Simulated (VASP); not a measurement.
# Cd3HgTe4 (P-4m2) in VASP: notebook, part 2 of 2

VASP 6.6.1. Earlier steps stand in the parts before.

## 3. Single point, PBE

This run uses another cell than the first one, of 36.35 Å³/atom, 1.225 times its volume.

Contents of INCAR:

```
PREC = Accurate
ENCUT = 520
EDIFF = 1E-7
ISMEAR = 0
SIGMA = 0.1
LREAL = F
LASPH = T
NELM = 60
ALGO = Normal
ISIF = 2
LWAVE = F
LCHARG = T
GGA = PE
LELF = T
LVHAR = T
NBANDS = 46
```

Contents of KPOINTS:

```
regular mesh
0
Gamma
  4 4 2
```

Contents of POSCAR:

```
Cd3HgTe4
1.0
    4.7034503223      0.0000000000      0.0000000000
    0.0000000000      4.7034503223      0.0000000000
    0.0000000000      0.0000000000     13.1432327850
Cd Hg Te
3 1 4
Direct
    0.0000000000      0.0000000000      0.7494706446
    0.0000000000      0.0000000000      0.2505293554
    0.5000000000      0.5000000000      0.5000000000
    0.5000000000      0.5000000000      0.0000000000
    0.5000000000      0.0000000000      0.8737961500
    0.0000000000      0.5000000000      0.1262038500
    0.5000000000      0.0000000000      0.3752971237
    0.0000000000      0.5000000000      0.6247028763
```

Potentials or basis: VASP PAW PBE potentials, release 64 (Cd, Hg, Te).

Command:

```sh
> cat potpaw_PBE.64/Cd/POTCAR potpaw_PBE.64/Hg/POTCAR potpaw_PBE.64/Te/POTCAR > POTCAR
> mpirun -np 1 vasp_std > vasp.out
```

OUTCAR:

```text
PREC = Accurate
   ENCUT = 520
   EDIFF = 1E-7
   ISMEAR = 0
   LREAL = F
   LASPH = T
   NELM = 60
   ISIF = 2
   GGA = PE

 ion  position               nearest neighbor table
   1  0.000  0.000  0.749-   5 2.86   5 2.86   8 2.87   8 2.87
   2  0.000  0.000  0.251-   6 2.86   6 2.86   7 2.87   7 2.87
   3  0.500  0.500  0.500-   7 2.87   8 2.87   7 2.87   8 2.87
   4  0.500  0.500  0.000-   5 2.88   6 2.88   5 2.88   6 2.88
   5  0.500  0.000  0.874-   1 2.86   1 2.86   4 2.88   4 2.88
   6  0.000  0.500  0.126-   2 2.86   2 2.86   4 2.88   4 2.88
   7  0.500  0.000  0.375-   3 2.87   3 2.87   2 2.87   2 2.87
   8  0.000  0.500  0.625-   3 2.87   3 2.87   1 2.87   1 2.87

  LATTYP: Found a simple tetragonal cell.
 ALAT       =     4.7034503223
 C/A-ratio  =     2.7943811212

  Lattice vectors:

 A1 = (   4.7034503223,   0.0000000000,   0.0000000000)
 A2 = (   0.0000000000,   4.7034503223,   0.0000000000)
 A3 = (   0.0000000000,   0.0000000000,  13.1432327850)

Analysis of symmetry for initial positions (statically):
=====================================================================
[... 179 lines left out ...]
 k-point     1 :       0.0000    0.0000    0.0000
  band No.  band energies     occupation
      1      -9.0725      2.00000
      2      -8.8194      2.00000
      3      -8.7855      2.00000
      4      -8.5627      2.00000
      5      -6.2542      2.00000
      6      -6.2542      2.00000
[... 577 lines left out ...]
     45       9.1084      0.00000
     46       9.1967      0.00000

------------------------ aborting loop because EDIFF is reached ----------------------------------------

  FORCE on cell =-STRESS in cart. coord.  units (eV):
  Direction    XX          YY          ZZ          XY          YZ          ZX
  --------------------------------------------------------------------------------------
  -------------------------------------------------------------------------------------
  Total        0.3619927      0.3619927      0.2919503      0.0000000     -0.0000000      0.0000000
  in kB        1.9946883      1.9946883      1.6087337      0.0000000     -0.0000000      0.0000000
  external PRESSURE =       1.8660368 kB  Pullay stress =       0.0000000 kB

 VOLUME and BASIS-vectors are now :
 -----------------------------------------------------------------------------
  energy-cutoff  :      520.00
  volume of cell :      290.76
      direct lattice vectors                 reciprocal lattice vectors
     4.703450322  0.000000000  0.000000000     0.212609878  0.000000000  0.000000000
     0.000000000  4.703450322  0.000000000     0.000000000  0.212609878  0.000000000
     0.000000000  0.000000000 13.143232785     0.000000000  0.000000000  0.076084782

 POSITION                                       TOTAL-FORCE (eV/Angst)
 -----------------------------------------------------------------------------------
      0.00000      0.00000      9.85047         0.000000     -0.000000     -0.001301
      0.00000      0.00000      3.29277         0.000000     -0.000000      0.001301
      2.35173      2.35173      6.57162         0.000000      0.000000      0.000000
      2.35173      2.35173      0.00000         0.000000      0.000000      0.000000
      2.35173      0.00000     11.48451         0.000000     -0.000000      0.004035
      0.00000      2.35173      1.65873         0.000000     -0.000000     -0.004035
      2.35173      0.00000      4.93262         0.000000     -0.000000     -0.000146
      0.00000      2.35173      8.21062         0.000000     -0.000000      0.000146
 -----------------------------------------------------------------------------------
    total drift:                                0.000000      0.000000      0.000000

  FREE ENERGIE OF THE ION-ELECTRON SYSTEM (eV)
  ---------------------------------------------------
  free  energy   TOTEN  =       -17.9778925889 eV

  energy  without entropy=      -17.9752035892  energy(sigma->0) =      -17.97654809
```

OSZICAR:

```text
N       E                     dE             d eps       ncg     rms          rms(c)
DAV:   1     0.470211904537E+03    0.47021E+03   -0.31738E+04  1104   0.135E+03
DAV:   2     0.946520532102E+01   -0.46075E+03   -0.44695E+03  1222   0.316E+02
DAV:   3    -0.184699814029E+02   -0.27935E+02   -0.27779E+02  1282   0.770E+01
DAV:   4    -0.188969113958E+02   -0.42693E+00   -0.42665E+00  1344   0.852E+00
DAV:   5    -0.189023342597E+02   -0.54229E-02   -0.54227E-02  1286   0.104E+00    0.105E+01
DAV:   6    -0.180126803514E+02    0.88965E+00   -0.20222E+00  1208   0.102E+01    0.862E+00
DAV:   7    -0.179799598390E+02    0.32721E-01   -0.83980E-01  1200   0.337E+00    0.311E+00
DAV:   8    -0.179773425708E+02    0.26173E-02   -0.75466E-02  1182   0.202E+00    0.118E+00
DAV:   9    -0.179780724045E+02   -0.72983E-03   -0.88929E-03  1218   0.639E-01    0.377E-01
DAV:  10    -0.179777692405E+02    0.30316E-03   -0.18439E-03  1226   0.269E-01    0.140E-01
DAV:  11    -0.179778496977E+02   -0.80457E-04   -0.73270E-04  1218   0.146E-01    0.386E-02
DAV:  12    -0.179778699994E+02   -0.20302E-04   -0.55531E-05  1206   0.436E-02    0.275E-02
DAV:  13    -0.179778799228E+02   -0.99234E-05   -0.90646E-06  1202   0.117E-02    0.147E-02
DAV:  14    -0.179778917480E+02   -0.11825E-04   -0.18253E-05  1194   0.144E-02    0.509E-03
DAV:  15    -0.179778924343E+02   -0.68635E-06   -0.30018E-07  1040   0.211E-03    0.163E-03
DAV:  16    -0.179778925425E+02   -0.10814E-06   -0.56068E-07  1002   0.320E-03    0.305E-03
DAV:  17    -0.179778925889E+02   -0.46406E-07   -0.84408E-08   868   0.154E-03
   1 F= -.17977893E+02 E0= -.17976548E+02  d E =-.268900E-02
```

stdout:

```text
POSCAR found type information on POSCAR CdHgTe
 POSCAR found :  3 types and       8 ions
 scaLAPACK will be used
 LDA part: xc-table for (Slater+PW92), standard interpolation
 POSCAR, INCAR and KPOINTS ok, starting setup
 FFT: planning ... GRIDC
 FFT: planning ... GRID_SOFT
 FFT: planning ... GRID
 WAVECAR not read
 entering main loop
```

Wall time 6.7 min (1 thread of AMD EPYC 7R13, shared host); peak memory 0.4 GiB.

What came out:

| Quantity | Value |
| --- | --- |
| Free energy | -17.9779 eV |
| Pressure | 0.2 GPa |
| Largest force | 0.004 eV/Å |
| Band gap on the k mesh | 0.16 eV, direct |

Forces in eV/Å, atoms in the order of the input:
```
Cd   0.000  0.000 -0.001
Cd   0.000  0.000  0.001
Cd   0.000  0.000  0.000
Hg   0.000  0.000  0.000
Te   0.000  0.000  0.004
Te   0.000  0.000 -0.004
Te   0.000  0.000  0.000
Te   0.000  0.000  0.000
```

Caveat: spin-orbit coupling is left out, which moves the levels of the heavy elements.

## 4. Relaxation of cell and atoms, PBE

Contents of INCAR:

```
PREC = Accurate ; ENCUT = 600
EDIFF = 1E-6 ; ISMEAR = 0
SIGMA = 0.1 ; LREAL = F
LASPH = T ; NELM = 80
ALGO = Normal ; ISIF = 3
LWAVE = F ; LCHARG = F
GGA = PE ; IBRION = 2
NSW = 90 ; EDIFFG = -0.04
```

Contents of KPOINTS:

```
Automatic mesh
0
Gamma
  4 4 2
```

Contents of POSCAR:

```
Cd3HgTe4
1.0
    4.3777576600      0.0000000000      0.0000000000
    0.0000000000      4.3777576600      0.0000000000
    0.0000000000      0.0000000000     12.3821685100
Cd Hg Te
3 1 4
Direct
    0.0000000000      0.0000000000      0.7500000000
    0.0000000000      0.0000000000      0.2500000000
    0.5000000000      0.5000000000      0.5000000000
    0.5000000000      0.5000000000      0.0000000000
    0.5000000000      0.0000000000      0.8750000000
    0.0000000000      0.5000000000      0.1250000000
    0.5000000000      0.0000000000      0.3750000000
    0.0000000000      0.5000000000      0.6250000000
```

Command:

```sh
> cat potpaw_PBE.64/Cd/POTCAR potpaw_PBE.64/Hg/POTCAR potpaw_PBE.64/Te/POTCAR > POTCAR
> mpirun -np 1 vasp_std > vasp.out
```

It took 14 min on 1 thread of AMD EPYC 7R13, shared host; peak memory 0.43 GiB.

The run converged. Its results:

- Free energy: -17.9676 eV
- Relaxed volume: 36.45 Å³/atom
- Relaxed cell: a = 4.692 Å, b = 4.692 Å, c = 13.243 Å, α = 90.00°, β = 90.00°, γ = 90.00°
- Space group after relaxing (to 0.05 Å): P-4m2 (No. 115)
- Energy gained by relaxing: 210.0 meV/atom
- Ionic steps: 3
- Pressure after relaxing: 0.1 GPa
- Largest force after relaxing: 0.030 eV/Å
- Band gap on the k mesh: 0.17 eV, direct

Forces in eV/Å, atoms in the order of the input:
```
Cd   0.000  0.000 -0.010
Cd   0.000  0.000  0.010
Cd   0.000  0.000  0.000
Hg   0.000  0.000  0.000
Te   0.000  0.000 -0.030
Te   0.000  0.000  0.030
Te   0.000  0.000  0.003
Te   0.000  0.000 -0.003
```

Stress tensor (GPa, compression positive):
```
 0.15  0.00  0.00
 0.00  0.15  0.00
 0.00  0.00 -0.04
```

Step by step:
| step | energy change (eV) | largest force (eV/Å) | pressure (GPa) | volume (Å³) |
| --- | --- | --- | --- | --- |
| 1 | 0.0000 | 0.1945 | 12.01 | 237.30 |
| 2 | -1.4152 | 0.0181 | -2.60 | 322.12 |
| 3 | -1.6802 | 0.0302 | 0.09 | 291.61 |

Final structure:
```cif
data_structure
_symmetry_space_group_name_H-M 'P 1'
_symmetry_Int_Tables_number 1
_cell_length_a 4.6925
_cell_length_b 4.6925
_cell_length_c 13.2434
_cell_angle_alpha 90.000
_cell_angle_beta 90.000
_cell_angle_gamma 90.000
_cell_volume 291.61
loop_
_atom_site_label
_atom_site_type_symbol
_atom_site_fract_x
_atom_site_fract_y
_atom_site_fract_z
_atom_site_occupancy
Cd1 Cd 0.00000 0.00000 0.75004 1
Cd2 Cd 0.00000 0.00000 0.24996 1
Cd3 Cd 0.50000 0.50000 0.50000 1
Hg1 Hg 0.50000 0.50000 0.00000 1
Te1 Te 0.50000 0.00000 0.87447 1
Te2 Te 0.00000 0.50000 0.12553 1
Te3 Te 0.50000 0.00000 0.37499 1
Te4 Te 0.00000 0.50000 0.62501 1
```

Levels at points of the mesh, in eV from the valence-band top:
```tsv
k point	band 33	band 34	band 35	band 36	band 37	band 38	band 39	band 40
(0.00, 0.00, 0.00)	-0.96	-0.01	0.00	0.00	0.17	2.28	2.60	2.67
(0.50, 0.00, 0.00)	-0.78	-0.76	-0.70	-0.60	1.20	1.66	2.65	2.88
(0.50, 0.50, 0.00)	-1.76	-1.73	-1.73	-1.70	2.19	2.67	2.72	2.72
(0.00, 0.00, 0.50)	-0.44	-0.44	-0.26	-0.26	1.35	1.75	2.45	2.60
(0.50, 0.00, 0.50)	-0.81	-0.81	-0.78	-0.60	1.66	2.28	2.29	2.32
(0.50, 0.50, 0.50)	-1.89	-1.88	-1.88	-1.88	2.53	3.13	3.13	3.27
```

Caveat: the volume moved by over 15 % at a fixed basis, so the end points are rough; spin-orbit coupling is left out, which moves the levels of the heavy elements.

## 5. Summary

```tsv
task	cell	cutoff (eV)	gap on the mesh (eV)	pressure (GPa)	largest force (eV/Å)
single point	a = 4.378, b = 4.378, c = 12.382 Å, 8 atoms	520	0.75	12.0	0.19
single point	a = 4.703, b = 4.703, c = 13.143 Å, 8 atoms	520	0.16	0.2	-
relaxation of cell and atoms	relaxed from a = 4.378, b = 4.378, c = 12.382 Å, 8 atoms	600	0.17	0.1	0.03
```

Alike in all rows: level PBE; potentials or basis VASP PAW PBE potentials, release 64 (Cd, Hg, Te); no spin polarisation; k mesh 4 × 4 × 2; smearing gaussian 0.1 eV.

Caveats: spin-orbit coupling is left out, which moves the levels of the heavy elements; the volume moved by over 15 % at a fixed basis, so the end points are rough (some runs).

Total energies depend on the potentials used, so only differences within one code and one set of settings carry meaning.
